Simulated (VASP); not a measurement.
# Zn (P6_3/mmc) in VASP: further runs

Runs on Zn. Level: PBEsol. Tasks: single point.

All numbers are computed with VASP 6.6.1; they aren't measurements. Logs are shortened: lines on timing, memory, paths and dates and some standing lists are left out, and cuts for length are marked.

## Step 1: The cell of the first run

It takes space group P6_3/mmc (No. 194, hexagonal). Conventional cell: a = 2.708 Å, b = 2.708 Å, c = 5.028 Å, α = 90.00°, β = 90.00°, γ = 120.00°. Zn (site symmetry -6m2) has 12 Zn at 2.71 to 2.96 Å within 3.6 Å.

## Step 2: Single point, PBEsol (15.97 Å³/atom)

Contents of INCAR:

```
ALGO = Normal
EDIFF = 1E-6
ENCUT = 520
GGA = PS
ISIF = 2
ISMEAR = -1
LASPH = True
LCHARG = True
LELF = True
LREAL = False
LVHAR = True
LWAVE = False
NBANDS = 19
NELM = 100
PREC = Accurate
SIGMA = 0.03
```

Contents of KPOINTS:

```
k-points
0
Gamma
  18 18 8
```

Contents of POSCAR:

```
Zn
1.0
    2.7084910329      0.0000000000      0.0000000000
   -1.3542455165      2.3456220404      0.0000000000
    0.0000000000      0.0000000000      5.0278078583
Zn
2
Direct
    0.3333333333      0.6666666667      0.2500000000
    0.6666666667      0.3333333333      0.7500000000
```

Potentials or basis: VASP PAW PBE potentials, release 64 (Zn).

Command:

```
cat potpaw_PBE.64/Zn/POTCAR > POTCAR
mpirun -np 1 vasp_std > vasp.out
```

OUTCAR:

```text
EDIFF = 1E-6
   ENCUT = 520
   GGA = PS
   ISIF = 2
   ISMEAR = -1
   LASPH = True
   LREAL = False
   NELM = 100
   PREC = Accurate

 ion  position               nearest neighbor table
   1  0.333  0.667  0.250-   2 2.96   2 2.96   2 2.96   2 2.96   2 2.96   2 2.96
   2  0.667  0.333  0.750-   1 2.96   1 2.96   1 2.96   1 2.96   1 2.96   1 2.96

  LATTYP: Found a hexagonal cell.
 ALAT       =     2.7084910329
 C/A-ratio  =     1.8563132745

  Lattice vectors:

 A1 = (   2.7084910329,   0.0000000000,   0.0000000000)
 A2 = (  -1.3542455165,   2.3456220404,   0.0000000000)
 A3 = (   0.0000000000,   0.0000000000,   5.0278078583)

Analysis of symmetry for initial positions (statically):
=====================================================================
 Subroutine PRICEL returns:
 Original cell was already a primitive cell.

 Routine SETGRP: Setting up the symmetry group for a
 hexagonal supercell.

 Subroutine GETGRP returns: Found 24 space group operations
 (whereof 12 operations were pure point group operations)
 out of a pool of 24 trial point group operations.

The static configuration has the point symmetry D_3d.
 The point group associated with its full space group is D_6h.

Analysis of symmetry for dynamics (positions and initial velocities):
=====================================================================
 Subroutine PRICEL returns:
 Original cell was already a primitive cell.

 Routine SETGRP: Setting up the symmetry group for a
 hexagonal supercell.

 Subroutine GETGRP returns: Found 24 space group operations
 (whereof 12 operations were pure point group operations)
 out of a pool of 24 trial point group operations.

The dynamic configuration has the point symmetry D_3d.
 The point group associated with its full space group is D_6h.

 Subroutine INISYM returns: Found 24 space group operations
 (whereof 12 operations are pure point group operations),
 and found     1 'primitive' translations

----------------------------------------------------------------------------------------

                                     Primitive cell

  volume of cell :      31.9421

  direct lattice vectors                    reciprocal lattice vectors
     2.708491033  0.000000000  0.000000000     0.369209271  0.213163072  0.000000000
    -1.354245517  2.345622040  0.000000000     0.000000000  0.426326144  0.000000000
     0.000000000  0.000000000  5.027807858     0.000000000  0.000000000  0.198893838

  length of vectors
     2.708491033  2.708491033  5.027807858     0.426326144  0.426326144  0.198893838

  position of ions in fractional coordinates (direct lattice)
     0.333333333  0.666666667  0.250000000
     0.666666667  0.333333333  0.750000000

  ion indices of the primitive-cell ions
   primitive index   ion index
                 1           1
                 2           2

----------------------------------------------------------------------------------------

 KPOINTS: k-points

Automatic generation of k-mesh.
 Grid dimensions read from file:
 generate k-points for:   18   18    8

 Generating k-lattice:

  Cartesian coordinates                     Fractional coordinates (reciprocal lattice)
     0.020511626  0.011842393  0.000000000     0.055555556  0.000000000  0.000000000
     0.000000000  0.023684786  0.000000000     0.000000000  0.055555556  0.000000000
     0.000000000  0.000000000  0.024861730     0.000000000  0.000000000  0.125000000

  Length of vectors
     0.023684786  0.023684786  0.024861730

  Shift w.r.t. Gamma in fractional coordinates (k-lattice)
     0.000000000  0.000000000  0.000000000

 Subroutine IBZKPT returns following result:
 ===========================================

 Found    185 irreducible k-points:

 Following reciprocal coordinates:
            Coordinates               Weight
  0.000000  0.000000  0.000000      1.000000
  0.055556 -0.000000  0.000000      6.000000
  0.111111 -0.000000  0.000000      6.000000
  0.166667 -0.000000  0.000000      6.000000
  0.222222 -0.000000  0.000000      6.000000
  0.277778  0.000000  0.000000      6.000000
[... 16 lines left out ...]
  0.333333  0.111111  0.000000     12.000000
  0.388889  0.111111  0.000000     12.000000
 [... further k-points ...]
   k-points           NKPTS =    185   k-points in BZ     NKDIM =    185   number of bands    NBANDS=     19
   number of dos      NEDOS =    301   number of ions     NIONS =      2
   total plane-waves  NPLWV =  16000
   dimension x,y,z NGX =    20 NGY =   20 NGZ =   40
   dimension x,y,z NGXF=    40 NGYF=   40 NGZF=   80
   ions per type =               2
   NGX,Y,Z   is equivalent  to a cutoff of  12.28, 12.28, 13.23 a.u.
   NGXF,Y,Z  is equivalent  to a cutoff of  24.55, 24.55, 26.45 a.u.
 SYSTEM =  unknown system
   PREC   = accura    normal or accurate (medium, high low for compatibility)
   ISTART =      0    job   : 0-new  1-cont  2-samecut
   ICHARG =      2    charge: 1-file 2-atom 10-const
   ISPIN  =      1    spin polarized calculation?
   LNONCOLLINEAR =      F non collinear calculations
   LSORBIT =      F    spin-orbit coupling
   LASPH  =      T    aspherical Exc in radial PAW
   ENCUT  =  520.0 eV  38.22 Ry    6.18 a.u.   5.04  5.04  9.35*2*pi/ulx,y,z
   NELM   =    100;   NELMIN=  2; NELMDL= -5     # of ELM steps
   EDIFF  = 0.1E-05   stopping-criterion for ELM
   LREAL  =      F    real-space projection
   EDIFFG = 0.1E-04   stopping-criterion for IOM
   NSW    =      0    number of steps for IOM
   IBRION =     -1    ionic relax: 0-MD 1-quasi-New 2-CG
   NFREE  =      0    steps in history (QN), initial steepest desc. (CG)
   ISIF   =      2    stress and relaxation
   ISYM   =      2    0-nonsym 1-usesym 2-fastsym
   POTIM  = 0.5000    time-step for ionic-motion
   TEBEG  =    0.0;   TEEND  =   0.0 temperature during run
   PSTRESS=    0.0 pullay stress
   NELECT =      24.0000    total number of electrons
   NUPDOWN=      -1.0000    fix difference up-down
   EMIN   =  10.00;   EMAX   =-10.00  energy-range for DOS
   EFERMI =   0.00;   METHOD = LEGACY
   ISMEAR =    -1;   SIGMA  =   0.03  broadening in eV -4-tet -1-fermi 0-gaus
   EFERMI_NEDOS =   21; number of points for ismear=-14 and -15
   IALGO  =     38    algorithm
   IMIX   =      4    mixing-type and parameters
     AMIX     =   0.40;   BMIX     =  1.00
     AMIX_MAG =   1.60;   BMIX_MAG =  1.00
  volume/ion in A,a.u.               =      15.97       107.78
  Fermi-wavevector in a.u.,A,eV,Ry     =   1.488300  2.812480 30.137415  2.215038
  Thomas-Fermi vector in A             =   2.601352
   LORBIT       =      0    0 simple, 1 ext, 2 COOP (PROOUT), +10 PAW based schemes
   GGA     = PS    functional components
   LHFCALC =     F    Hartree Fock is set to
   AEXX    =    0.0000 exact exchange contribution
   IVDW    =     0    specifies the selected vdW correction
   LEPSILON=     F    determine dielectric tensor
   LRPA    =     F    only Hartree local field effects (RPA)
 non-spin polarized calculation
  energy-cutoff  :      520.00
  volume of cell :       31.94
 maximum number of plane-waves:       894
   NGX = 11   NGY = 11   NGZ = 19

 number of electron      23.9999992 magnetization

 Free energy of the ion-electron system (eV)
  ---------------------------------------------------
  ext. energy  EPLUGINS =         0.00000000
  ---------------------------------------------------
  free energy    TOTEN  =        -3.07825475 eV

  energy without entropy =       -3.07669595  energy(sigma->0) =       -3.07747535

 E-fermi :   2.7279     XC(G=0): -11.4465

 val. band max:        2.7051173452   @ k =   0.3333   0.2778   0.0000
 cond. band min:       2.7285889445   @ k =   0.4444   0.0556   0.3750
 fundamental gap:      0.0234715993
 Fermi energy:         2.7279203666

 k-point     1 :       0.0000    0.0000    0.0000
  band No.  band energies     occupation
      1      -7.4326      2.00000
      2      -5.7676      2.00000
      3      -5.1335      2.00000
      4      -4.9261      2.00000
      5      -4.9261      2.00000
      6      -4.8807      2.00000
[... 11 lines left out ...]
     18      21.0060      0.00000
     19      21.0061      0.00000

 k-point     2 :       0.0556   -0.0000    0.0000
  band No.  band energies     occupation
      1      -7.3440      2.00000
      2      -5.7304      2.00000
      3      -5.1249      2.00000
      4      -4.9343      2.00000
      5      -4.9063      2.00000
      6      -4.8898      2.00000
[... 11 lines left out ...]
     18      20.3343      0.00000
     19      21.7540      0.00000

 k-point     3 :       0.1111   -0.0000    0.0000
  band No.  band energies     occupation
      1      -7.0814      2.00000
      2      -5.6291      2.00000
      3      -5.1054      2.00000
      4      -4.9524      2.00000
      5      -4.9079      2.00000
      6      -4.8486      2.00000
[... 11 lines left out ...]
     18      19.7335      0.00000
     19      20.9859      0.00000

 k-point     4 :       0.1667   -0.0000    0.0000
  band No.  band energies     occupation
      1      -6.6593      2.00000
      2      -5.4993      2.00000
      3      -5.0894      2.00000
      4      -4.9755      2.00000
      5      -4.8888      2.00000
      6      -4.7869      2.00000
[... 11 lines left out ...]
     18      18.4770      0.00000
     19      19.4630      0.00000

 k-point     5 :       0.2222   -0.0000    0.0000
  band No.  band energies     occupation
      1      -6.1289      2.00000
      2      -5.4128      2.00000
      3      -5.0517      2.00000
      4      -4.9795      2.00000
      5      -4.9455      2.00000
      6      -4.7788      2.00000
[... 11 lines left out ...]
     18      17.8136      0.00000
     19      18.1585      0.00000
[... 334 lines left out ...]
      2      -5.3236      2.00000
      3      -5.1028      2.00000
      4      -5.0182      2.00000
      5      -4.9583      2.00000
      6      -4.8370      2.00000
[... 11 lines left out ...]
     18      16.4458      0.00000
     19      17.6539      0.00000

 k-point    22 :       0.2778    0.1111    0.0000
  band No.  band energies     occupation
      1      -5.4090      2.00000
      2      -5.3519      2.00000
      3      -5.2052      2.00000
      4      -4.9026      2.00000
      5      -4.8762      2.00000
      6      -4.8108      2.00000
[... 11 lines left out ...]
     18      15.8158      0.00000
     19      17.1805      0.00000

 k-point    23 :       0.3333    0.1111    0.0000
  band No.  band energies     occupation
      1      -5.4558      2.00000
      2      -5.3749      2.00000
      3      -5.2791      2.00000
      4      -4.9030      2.00000
      5      -4.8315      2.00000
      6      -4.7786      2.00000
[... 11 lines left out ...]
     18      15.3494      0.00000
     19      16.8108      0.00000

 k-point    24 :       0.3889    0.1111    0.0000
  band No.  band energies     occupation
      1      -5.4931      2.00000
      2      -5.3992      2.00000
      3      -5.3233      2.00000
      4      -4.9170      2.00000
      5      -4.8129      2.00000
      6      -4.7870      2.00000
[... 11 lines left out ...]
     18      15.0628      0.00000
     19      16.5825      0.00000

 [... further k-points ...]

------------------------ aborting loop because EDIFF is reached ----------------------------------------

  FORCE on cell =-STRESS in cart. coord.  units (eV):
  Direction    XX          YY          ZZ          XY          YZ          ZX
  --------------------------------------------------------------------------------------
  -------------------------------------------------------------------------------------
  Total       -1.7124515     -1.7124515     -1.1714801      0.0000000      0.0000000      0.0000000
  in kB      -85.8943808    -85.8943808    -58.7599450      0.0000000      0.0000000      0.0000000
  external PRESSURE =     -76.8495689 kB  Pullay stress =       0.0000000 kB

 VOLUME and BASIS-vectors are now :
 -----------------------------------------------------------------------------
  energy-cutoff  :      520.00
  volume of cell :       31.94
      direct lattice vectors                 reciprocal lattice vectors
     2.708491033  0.000000000  0.000000000     0.369209271  0.213163072  0.000000000
    -1.354245517  2.345622040  0.000000000     0.000000000  0.426326144  0.000000000
     0.000000000  0.000000000  5.027807858     0.000000000  0.000000000  0.198893838

 POSITION                                       TOTAL-FORCE (eV/Angst)
 -----------------------------------------------------------------------------------
     -0.00000      1.56375      1.25695        -0.000000     -0.000000      0.000000
      1.35425      0.78187      3.77086         0.000000      0.000000      0.000000
 -----------------------------------------------------------------------------------
    total drift:                                0.000000     -0.000000      0.000000

  FREE ENERGIE OF THE ION-ELECTRON SYSTEM (eV)
  ---------------------------------------------------
  free  energy   TOTEN  =        -3.0782547488 eV

  energy  without entropy=       -3.0766959456  energy(sigma->0) =       -3.07747535
```

It took 29 s on 1 thread of Intel Xeon 6975P-C (Granite Rapids), shared host; peak memory 0.21 GiB.

Results:

```yaml
Free_energy: -3.0783 eV
Pressure: -7.7 GPa
Band_gap_on_the_k_mesh: zero (bands 12 and 13 overlap by 4.64 eV)
```

Levels at points of the mesh, in eV from the Fermi level:
```csv
k point,band 9,band 10,band 11,band 12,band 13,band 14,band 15,band 16
"(0.00, 0.00, 0.00)",-7.31,-7.11,-7.11,-3.53,-3.20,13.04,16.61,16.63
"(0.50, 0.00, 0.00)",-6.95,-6.93,-2.83,-2.27,2.36,3.35,3.65,5.46
"(0.00, 0.00, 0.50)",-7.19,-7.19,-7.19,-7.19,4.30,4.30,17.85,17.85
"(0.50, 0.00, 0.50)",-6.94,-6.94,-1.86,-1.86,-0.13,-0.13,9.66,9.66
```

Caveat: the cell stands under tension; the PAW data sets were made with another functional, which shifts forces and pressure a little.

## Step 3: Single point, PBEsol (16.12 Å³/atom)

This run uses another cell than the first one, of 16.12 Å³/atom.

Contents of INCAR:

```
SYSTEM = Zn
ALGO     = Normal         ! electronic algorithm
EDIFF    = 1E-6           ! SCF threshold, eV
ENCUT    = 520            ! plane-wave cutoff, eV
GGA      = PS             ! functional
ISIF     = 2              ! what is computed and relaxed
ISMEAR   = -1             ! smearing method
LASPH    = .TRUE.         ! aspherical terms in the spheres
LCHARG   = .FALSE.        ! write CHGCAR
LREAL    = .FALSE.        ! projectors in reciprocal space
LWAVE    = .FALSE.        ! write WAVECAR
NBANDS   = 19             ! bands
NELM     = 80             ! most SCF steps
PREC     = Accurate       ! precision mode
SIGMA    = 0.03           ! smearing width, eV
```

Contents of KPOINTS:

```
k-points
0
G
  18 18 8
  0 0 0
```

Contents of POSCAR:

```
Zn
1.0
    2.7170622642      0.0000000000      0.0000000000
   -1.3585311321      2.3530449444      0.0000000000
    0.0000000000      0.0000000000      5.0437187487
Zn
2
Direct
    0.3333333333      0.6666666667      0.2500000000
    0.6666666667      0.3333333333      0.7500000000
```

Potentials or basis: VASP PAW PBE potentials, release 64 (Zn).

Command:

```
cat potpaw_PBE.64/Zn/POTCAR > POTCAR
mpirun -np 1 vasp_std > vasp.out
```

Wall time 28 s (1 thread of Intel Xeon 6975P-C (Granite Rapids), shared host); peak memory 0.21 GiB.

The run converged. Its results:

```yaml
Free_energy: -3.0633 eV
Pressure: -8.1 GPa
Band_gap_on_the_k_mesh: zero (bands 12 and 13 overlap by 4.64 eV)
```

Stress tensor (GPa, compression positive):
```
-9.04  0.00  0.00
 0.00 -9.04  0.00
 0.00  0.00 -6.24
```

Levels at points of the mesh, in eV from the Fermi level:
```csv
k point,band 8,band 9,band 10,band 11,band 12,band 13,band 14,band 15,band 16,band 17
"(0.00, 0.00, 0.00)",-7.28,-7.28,-7.09,-7.09,-3.48,-3.19,12.96,16.52,16.52,16.53
"(0.50, 0.00, 0.00)",-7.10,-6.93,-6.92,-2.79,-2.26,2.35,3.35,3.61,5.44,9.62
"(0.00, 0.00, 0.50)",-7.52,-7.17,-7.17,-7.17,-7.17,4.28,4.28,17.73,17.73,17.73
"(0.50, 0.00, 0.50)",-7.11,-6.92,-6.92,-1.82,-1.82,-0.14,-0.14,9.61,9.61,11.34
```

Caveat: the cell stands under tension; the PAW data sets were made with another functional, which shifts forces and pressure a little.
